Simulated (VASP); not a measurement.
TePb: single point with PBEsol+D4

Crystal: TePb.

```
Te Pb
1.0
     0.00000    3.23100    3.23100
     3.23100    0.00000    3.23100
     3.23100    3.23100    0.00000
Te Pb
1 1
Cartesian
  3.1546 3.2221 3.1617
  0.0145 3.2306 3.2393
```

* Program: VASP 6.6.1
* Task: single point
* Functional: PBEsol
* Dispersion: D4
* Potentials or basis: VASP PAW PBE potentials, release 64 (Te, Pb_d)
* Cutoff: 520 eV
* k mesh: 4 × 4 × 4
* Occupations: gaussian, width 0.01 eV
* Spin: no spin polarisation
* Dipole correction: no
* Further INCAR settings: ALGO = Normal; EDIFF = 1e-06; NBANDS = 17

```yaml
Pressure: -1.4 GPa
Largest_force: 0.021 eV/Å
Band_gap_on_the_k_mesh: 0.69 eV, direct
Dispersion_energy_per_atom: -0.253 eV
```

Forces in eV/Å, atoms in the order of the input:
```
Te  -0.015 -0.002 -0.014
Pb   0.015  0.002  0.014
```

Stress tensor (GPa, compression positive):
```
-1.24  0.01  0.05
 0.01 -1.57  0.00
 0.05  0.00 -1.33
```

Levels at points of the mesh, in eV from the valence-band top:
```
           k point  band 6  band 7  band 8  band 9  band 10  band 11  band 12  band 13  band 14  band 15
(0.00, 0.00, 0.00)  -12.04   -5.60   -1.35   -1.32    -1.32     3.98     4.00     4.08     5.76     5.83
(0.50, 0.00, 0.00)  -10.60   -8.60   -0.92   -0.91     0.00     0.69     1.30     1.32     8.27     9.19
(0.00, 0.50, 0.00)  -10.62   -8.57   -0.93   -0.88    -0.06     0.73     1.26     1.31     8.22     9.24
(0.00, 0.00, 0.50)  -10.60   -8.60   -0.92   -0.91     0.00     0.69     1.30     1.32     8.27     9.19
(0.50, 0.50, 0.50)  -10.63   -8.56   -0.92   -0.88    -0.07     0.74     1.26     1.30     8.21     9.24
(0.50, 0.50, 0.00)  -10.35   -7.33   -4.49   -2.80    -2.79     3.17     5.49     5.51     6.70    10.12
(0.00, 0.50, 0.50)  -10.35   -7.34   -4.49   -2.80    -2.79     3.18     5.49     5.50     6.70    10.12
(0.50, 0.00, 0.50)  -10.36   -7.30   -4.52   -2.82    -2.77     3.14     5.49     5.55     6.68    10.12
```

Wall time 30 s on 1 thread of Intel(R) Xeon(R) 6975P-C (Granite Rapids), with other jobs on the host, peak memory 0.22 GiB.

Caveat: the k points lie up to 0.42 Å⁻¹ apart; the PAW data sets were made with another functional, which shifts forces and pressure a little; spin-orbit coupling is left out, which moves the levels of the heavy elements. A k mesh can miss the band edges.
